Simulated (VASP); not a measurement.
# La (Fm-3m) in VASP: further runs, part 3 of 3

VASP 6.6.1. The steps go on from the part before.

**6. Electric field gradients, PBE (38.62 Å³/atom)**

This run uses another cell than the first one, of 38.62 Å³/atom.

File INCAR:

```
  PREC = Accurate
  ENCUT = 520
  EDIFF = 1E-8
  ISMEAR = -1
  SIGMA = 0.05
  LREAL = False
  LASPH = True
  NELM = 60
  ALGO = Normal
  ISIF = 2
  LWAVE = False
  LCHARG = False
  GGA = PE
  LEFG = True
  NBANDS = 12
```

File KPOINTS:

```
Automatic mesh
0
Gamma
  11 11 11
```

File POSCAR:

```
La
1.0
    0.0000000000      2.6828461013      2.6828461013
    2.6828461013      0.0000000000      2.6828461013
    2.6828461013      2.6828461013      0.0000000000
La
1
Direct
    0.0000000000      0.0000000000      0.0000000000
```

Potentials or basis: VASP PAW PBE potentials, release 64 (La).

Launch:

```
cat potpaw_PBE.64/La/POTCAR > POTCAR
mpirun -np 1 vasp_std > vasp.out
```

OUTCAR:

```text
PREC = Accurate
   ENCUT = 520
   EDIFF = 1E-8
   ISMEAR = -1
   LREAL = False
   LASPH = True
   NELM = 60
   ISIF = 2
   GGA = PE

 ion  position               nearest neighbor table
   1  0.000  0.000  0.000-

  LATTYP: Found a face centered cubic cell.
 ALAT       =     5.3656922026

  Lattice vectors:

 A1 = (   0.0000000000,   2.6828461013,   2.6828461013)
 A2 = (   2.6828461013,   0.0000000000,   2.6828461013)
 A3 = (   2.6828461013,   2.6828461013,   0.0000000000)

Analysis of symmetry for initial positions (statically):
=====================================================================
 Subroutine PRICEL returns:
 Original cell was already a primitive cell.

 Routine SETGRP: Setting up the symmetry group for a
 face centered cubic supercell.

 Subroutine GETGRP returns: Found 48 space group operations
 (whereof 48 operations were pure point group operations)
 out of a pool of 48 trial point group operations.

The static configuration has the point symmetry O_h .

Analysis of symmetry for dynamics (positions and initial velocities):
=====================================================================
 Subroutine PRICEL returns:
 Original cell was already a primitive cell.

 Routine SETGRP: Setting up the symmetry group for a
 face centered cubic supercell.

 Subroutine GETGRP returns: Found 48 space group operations
 (whereof 48 operations were pure point group operations)
 out of a pool of 48 trial point group operations.

The dynamic configuration has the point symmetry O_h .

 Subroutine INISYM returns: Found 48 space group operations
 (whereof 48 operations are pure point group operations),
 and found     1 'primitive' translations

----------------------------------------------------------------------------------------

                                     Primitive cell

  volume of cell :      38.6204

  direct lattice vectors                    reciprocal lattice vectors
     0.000000000  2.682846101  2.682846101    -0.186369244  0.186369244  0.186369244
     2.682846101  0.000000000  2.682846101     0.186369244 -0.186369244  0.186369244
     2.682846101  2.682846101  0.000000000     0.186369244  0.186369244 -0.186369244

  length of vectors
     3.794117342  3.794117342  3.794117342     0.322801000  0.322801000  0.322801000

  position of ions in fractional coordinates (direct lattice)
     0.000000000  0.000000000  0.000000000

  ion indices of the primitive-cell ions
   primitive index   ion index
                 1           1

----------------------------------------------------------------------------------------

 KPOINTS: Automatic mesh

Automatic generation of k-mesh.
 Grid dimensions read from file:
 generate k-points for:   11   11   11

 Generating k-lattice:

  Cartesian coordinates                     Fractional coordinates (reciprocal lattice)
[... 59 lines left out ...]
   NELM   =     60;   NELMIN=  2; NELMDL= -5     # of ELM steps
   EDIFF  = 0.1E-07   stopping-criterion for ELM
   LREAL  =      F    real-space projection
   EDIFFG = 0.1E-06   stopping-criterion for IOM
   NSW    =      0    number of steps for IOM
   IBRION =     -1    ionic relax: 0-MD 1-quasi-New 2-CG
   NFREE  =      0    steps in history (QN), initial steepest desc. (CG)
   ISIF   =      2    stress and relaxation
   ISYM   =      2    0-nonsym 1-usesym 2-fastsym
   POTIM  = 0.5000    time-step for ionic-motion
   TEBEG  =    0.0;   TEEND  =   0.0 temperature during run
   PSTRESS=    0.0 pullay stress
   NELECT =      11.0000    total number of electrons
   NUPDOWN=      -1.0000    fix difference up-down
   EMIN   =  10.00;   EMAX   =-10.00  energy-range for DOS
   EFERMI =   0.00;   METHOD = LEGACY
   ISMEAR =    -1;   SIGMA  =   0.05  broadening in eV -4-tet -1-fermi 0-gaus
   EFERMI_NEDOS =   21; number of points for ismear=-14 and -15
   IALGO  =     38    algorithm
   IMIX   =      4    mixing-type and parameters
     AMIX     =   0.40;   BMIX     =  1.00
     AMIX_MAG =   1.60;   BMIX_MAG =  1.00
  volume/ion in A,a.u.               =      38.62       260.62
  Fermi-wavevector in a.u.,A,eV,Ry     =   1.077126  2.035474 15.785494  1.160201
  Thomas-Fermi vector in A             =   2.213030
   LORBIT       =      0    0 simple, 1 ext, 2 COOP (PROOUT), +10 PAW based schemes
   GGA     = PE    functional components
[... 5 lines left out ...]
 non-spin polarized calculation
  energy-cutoff  :      520.00
  volume of cell :       38.62
 maximum number of plane-waves:      1049
   NGX = 15   NGY = 15   NGZ = 15

 number of electron      11.0000002 magnetization

 Free energy of the ion-electron system (eV)
  ---------------------------------------------------
  ext. energy  EPLUGINS =         0.00000000
  ---------------------------------------------------
  free energy    TOTEN  =        -4.88487879 eV

  energy without entropy =       -4.86917346  energy(sigma->0) =       -4.87702612

 E-fermi :   7.4794     XC(G=0):  -9.4031

 val. band max:        7.4692713058   @ k =  -0.3636   0.3636   0.1818
 cond. band min:       7.5013505600   @ k =  -0.1818   0.2727   0.0909
 fundamental gap:      0.0320792542
 Fermi energy:         7.4794065834

 k-point     1 :       0.0000    0.0000    0.0000
  band No.  band energies     occupation
      1     -25.4241      2.00000
      2      -8.4885      2.00000
      3      -8.4885      2.00000
      4      -8.4885      2.00000
      5       4.2955      2.00000
      6       8.7654      0.00000
      7       8.9557      0.00000
      8       8.9557      0.00000
      9       8.9557      0.00000
     10       9.2203      0.00000
     11       9.2203      0.00000
     12       9.2203      0.00000
[... 331 lines left out ...]
 k-point    24 :      -0.1818    0.1818    0.0000
  band No.  band energies     occupation
      1     -25.3141      2.00000
      2      -9.1924      2.00000
      3      -8.7829      2.00000
      4      -8.5666      2.00000
      5       6.1824      2.00000
      6       7.6371      0.08191
      7       8.3706      0.00000
      8       9.0794      0.00000
      9       9.0832      0.00000
     10       9.3378      0.00000
     11       9.3827      0.00000
     12       9.6479      0.00000

 [... further k-points ...]
[... 5 lines left out ...]
  --------------------------------------------------------------------------------------
  -------------------------------------------------------------------------------------
  Total       -0.2506890     -0.2506890     -0.2506890      0.0000000      0.0000000      0.0000000
  in kB      -10.3998861    -10.3998861    -10.3998861      0.0000000      0.0000000      0.0000000
  external PRESSURE =     -10.3998861 kB  Pullay stress =       0.0000000 kB

 VOLUME and BASIS-vectors are now :
 -----------------------------------------------------------------------------
  energy-cutoff  :      520.00
  volume of cell :       38.62
      direct lattice vectors                 reciprocal lattice vectors
     0.000000000  2.682846101  2.682846101    -0.186369244  0.186369244  0.186369244
     2.682846101  0.000000000  2.682846101     0.186369244 -0.186369244  0.186369244
     2.682846101  2.682846101  0.000000000     0.186369244  0.186369244 -0.186369244

 POSITION                                       TOTAL-FORCE (eV/Angst)
 -----------------------------------------------------------------------------------
      0.00000      0.00000      0.00000         0.000000     -0.000000     -0.000000
 -----------------------------------------------------------------------------------
    total drift:                                0.000000      0.000000      0.000000

  FREE ENERGIE OF THE ION-ELECTRON SYSTEM (eV)
  ---------------------------------------------------
  free  energy   TOTEN  =        -4.8848787935 eV

  energy  without entropy=       -4.8691734556  energy(sigma->0) =       -4.87702612

 Electric field gradients (V/A^2)
---------------------------------------------------------------------
 ion       V_xx      V_yy      V_zz      V_xy      V_xz      V_yz
---------------------------------------------------------------------
   1      -0.000    -0.000    -0.000    -0.000    -0.000    -0.000
---------------------------------------------------------------------

 Electric field gradients after diagonalization (V/A^2)
 (convention: |V_zz| > |V_xx| > |V_yy|)
----------------------------------------------------------------------
 ion       V_xx      V_yy      V_zz     asymmetry (V_yy - V_xx)/ V_zz
----------------------------------------------------------------------
   1       0.000     0.000    -0.001       0.000
----------------------------------------------------------------------

           NMR quadrupolar parameters

 Cq : quadrupolar parameter    Cq=e*Q*V_zz/h
 eta: asymmetry parameters     (V_yy - V_xx)/ V_zz
 Q  : nuclear electric quadrupole moment in mb (millibarn)
----------------------------------------------------------------------
 ion       Cq(MHz)       eta       Q (mb)
----------------------------------------------------------------------
   1      -0.000       0.000       1.000
----------------------------------------------------------------------
```

OSZICAR:

```text
N       E                     dE             d eps       ncg     rms          rms(c)
DAV:   1     0.971845815069E+02    0.97185E+02   -0.37704E+03  1368   0.114E+03
DAV:   2     0.137943118910E+01   -0.95805E+02   -0.92052E+02  1752   0.177E+02
DAV:   3    -0.453575909008E+01   -0.59152E+01   -0.55447E+01  1788   0.743E+01
DAV:   4    -0.487855543451E+01   -0.34280E+00   -0.33980E+00  2604   0.120E+01
DAV:   5    -0.488829275010E+01   -0.97373E-02   -0.97203E-02  2452   0.203E+00    0.202E+00
DAV:   6    -0.487978894419E+01    0.85038E-02   -0.96082E-03  2388   0.792E-01    0.122E+00
DAV:   7    -0.488103016907E+01   -0.12412E-02   -0.45493E-02  1788   0.162E+00    0.197E-01
DAV:   8    -0.488040821554E+01    0.62195E-03   -0.15920E-03  2632   0.400E-01    0.236E-01
DAV:   9    -0.488440786802E+01   -0.39997E-02   -0.13658E-02  2152   0.823E-01    0.177E-01
DAV:  10    -0.488480869446E+01   -0.40083E-03   -0.82921E-04  2300   0.224E-01    0.133E-01
DAV:  11    -0.488487166562E+01   -0.62971E-04   -0.12825E-04  2548   0.822E-02    0.112E-01
DAV:  12    -0.488487752039E+01   -0.58548E-05   -0.32724E-05  2636   0.664E-02    0.715E-02
DAV:  13    -0.488487944735E+01   -0.19270E-05   -0.43689E-05  2648   0.786E-02    0.220E-02
DAV:  14    -0.488487927043E+01    0.17692E-06   -0.22086E-06  2676   0.164E-02    0.109E-02
DAV:  15    -0.488487883340E+01    0.43703E-06   -0.19650E-06  2652   0.165E-02    0.343E-04
DAV:  16    -0.488487874615E+01    0.87259E-07   -0.50878E-08  2664   0.181E-03    0.856E-04
DAV:  17    -0.488487878815E+01   -0.42008E-07   -0.14651E-08  2624   0.142E-03    0.770E-05
DAV:  18    -0.488487879345E+01   -0.52978E-08   -0.35391E-10  1304   0.239E-04
   1 F= -.48848788E+01 E0= -.48770261E+01  d E =-.157053E-01
```

Run time: 25 s. Hardware: 1 thread of Intel Xeon Platinum 8488C (Sapphire Rapids), shared host; peak memory 0.18 GiB.

Results:

| Property | Result |
| --- | --- |
| Free energy | -4.8849 eV |
| Pressure | -1.0 GPa |
| Band gap on the k mesh | zero (an odd number of electrons rules out a gap without spin polarisation) |
| Largest electric field gradient by atom | under 0.05 V/Å² on every atom |

Caveat: spin-orbit coupling is left out, which moves the levels of the heavy elements.

**7. Single point, PBE**

This run uses another cell than the first one, of 37.14 Å³/atom.

File POSCAR:

```
La
1.0
    0.0000000000      2.6480000000      2.6480000000
    2.6480000000      0.0000000000      2.6480000000
    2.6480000000      2.6480000000      0.0000000000
La
1
Direct
    0.0000000000      0.0000000000      0.0000000000
```

File INCAR.step1:

```
ALGO = Normal ; EDIFF = 1E-6
ENCUT = 520 ; GGA = PE
ISIF = 2 ; ISMEAR = -1
LASPH = True ; LCHARG = True
LMAXMIX = 6 ; LREAL = False
LWAVE = False ; NBANDS = 12
NELM = 60 ; PREC = Accurate
SIGMA = 0.05
```

File KPOINTS.step1:

```
k-points
0
Gamma
  11 11 11
```

File INCAR.step2:

```
ALGO = Normal ; EDIFF = 1E-6
ENCUT = 520 ; GGA = PE
ICHARG = 11 ; ISIF = 2
ISMEAR = -5 ; LASPH = True
LCHARG = False ; LMAXMIX = 6
LORBIT = 11 ; LREAL = False
LWAVE = False ; NBANDS = 12
NEDOS = 1001 ; NELM = 60
PREC = Accurate ; SIGMA = 0.05
```

File KPOINTS.step2:

```
k-points
0
Gamma
  17 17 17
```

Launch:

```
cat potpaw_PBE.64/La/POTCAR > POTCAR
cp INCAR.step1 INCAR
cp KPOINTS.step1 KPOINTS
mpirun -np 1 vasp_std > vasp.out
cp INCAR.step2 INCAR
cp KPOINTS.step2 KPOINTS
mpirun -np 1 vasp_std > vasp.out
```

It took 57 s on 1 thread of Intel Xeon Platinum 8488C (Sapphire Rapids), shared host; peak memory 0.22 GiB.

It converged, with:

```
Valence electrons inside the program's atomic spheres : La 8.60
```

Levels at points of the mesh, in eV from the Fermi level:
```csv
k point,band 1,band 2,band 3,band 4,band 5,band 6,band 7,band 8,band 9,band 10
"(0.00, 0.00, 0.00)",-32.86,-15.85,-15.85,-15.85,-3.17,1.31,1.49,1.49,1.49,1.81
```

Caveat: spin-orbit coupling is left out, which moves the levels of the heavy elements.

**8. The runs side by side**

```tsv
task	cell	k mesh for the DOS	occupations for the DOS	gap on the mesh (eV)	pressure (GPa)
electric field gradients	a = 3.694 Å, angles 60.0°, 1 atom	-	-	none	1.1
electric field gradients	a = 3.745 Å, angles 60.0°, 1 atom	-	-	none	-0.1
electric field gradients	a = 3.720 Å, angles 60.0°, 1 atom	-	-	none	0.5
electric field gradients	a = 3.770 Å, angles 60.0°, 1 atom	-	-	none	-0.6
electric field gradients	a = 3.794 Å, angles 60.0°, 1 atom	-	-	none	-1.0
single point	a = 3.745 Å, angles 60.0°, 1 atom	17 × 17 × 17	tetrahedron	-	-
```

Alike in all rows: level PBE; potentials or basis VASP PAW PBE potentials, release 64 (La); no spin polarisation; k mesh 11 × 11 × 11; cutoff (eV) 520; smearing fermi-dirac 0.05 eV.

Caveats: spin-orbit coupling is left out, which moves the levels of the heavy elements.

Absolute energies hang on the potentials; compare differences alone.

The gap in the log of VASP goes by the Fermi energy; the results here count the filled bands.